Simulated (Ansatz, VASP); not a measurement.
## CdS: VASP beside Ansatz

Contents of POSCAR:

```
CdS
1.0
    4.3447435705      0.0000000000      0.0000000000
   -2.1723666872      3.7626568063      0.0000000000
    0.0000000000      0.0000000000      5.9180061555
Cd S
1 1
Direct
    0.0000000000      0.0000000000      0.4426900000
    0.6666666667      0.3333333333      0.4343100000
```

Contents of INCAR.step1:

```
SYSTEM = CdS
PREC = Accurate
ENCUT = 520
ISMEAR = -1
SIGMA = 0.1
LREAL = .False.
LASPH = .True.
NELM = 100
NBANDS = 16
GGA = PE
ALGO = Normal
EDIFF = 1E-4
LWAVE = .True.
LCHARG = .False.
```

INCAR.step2

```
SYSTEM = CdS
PREC = Accurate
ENCUT = 520
EDIFF = 1E-7
ISMEAR = -1
SIGMA = 0.1
LREAL = .False.
LASPH = .True.
NELM = 100
ALGO = Normal
ISIF = 2
LWAVE = .False.
LCHARG = .True.
METAGGA = R2SCAN
LMIXTAU = .True.
LELF = .True.
LVHAR = .True.
NBANDS = 16
ISTART = 1
```

File KPOINTS:

```
regular mesh
0
Gamma
  6 6 4
  0 0 0
```

Input for Ansatz:

```yaml
crystal:
  lattice:
    - [4.344743570520875, 0.0, 0.0]
    - [-2.172366687196326, 3.7626568063282564, 0.0]
    - [0.0, 0.0, 5.918006155518356]
  atoms:
    - { symbol: Cd, position: [0.0, 0.0, 0.44269] }
    - { symbol: S, position: [0.6666666666666666, 0.3333333333333333, 0.43431] }
basis:
  ecutwfc: 500.0
kpoints:
  mp_grid:
    grid: [6, 6, 4]
hamiltonian:
  xc: r2scan
scf:
  occupations:
    method: fermi_dirac
output:
  stress: true
```

Alike in both runs: task single point; functional r2SCAN; k mesh 6 × 6 × 4; no spin polarisation.

```csv
,VASP,Ansatz
version,VASP 6.6.1,Ansatz 0.2.0
potentials or method,"VASP PAW PBE potentials, release 64 (Cd, S), cutoff 520 eV","plane waves, PAW"
occupations,"fermi-dirac, width 0.1 eV",fermi-dirac
valence electrons in the cell,18,26
```

Ansatz gave:

- pressure (GPa): -2.2
- traceless stress, the component that is largest in VASP (GPa): 2.18

Task: What did VASP give for the same quantities?

Result: Pressure (GPa): -2.1; traceless stress, the component that is largest in VASP (GPa): 2.04.

VASP's potentials were made for PBE, not for r2SCAN. VASP's potentials hold 18 valence electrons a cell and Ansatz's 26, so a difference there can come from the potentials and not from the codes. Ansatz's warnings: structure snapped to symmetry.
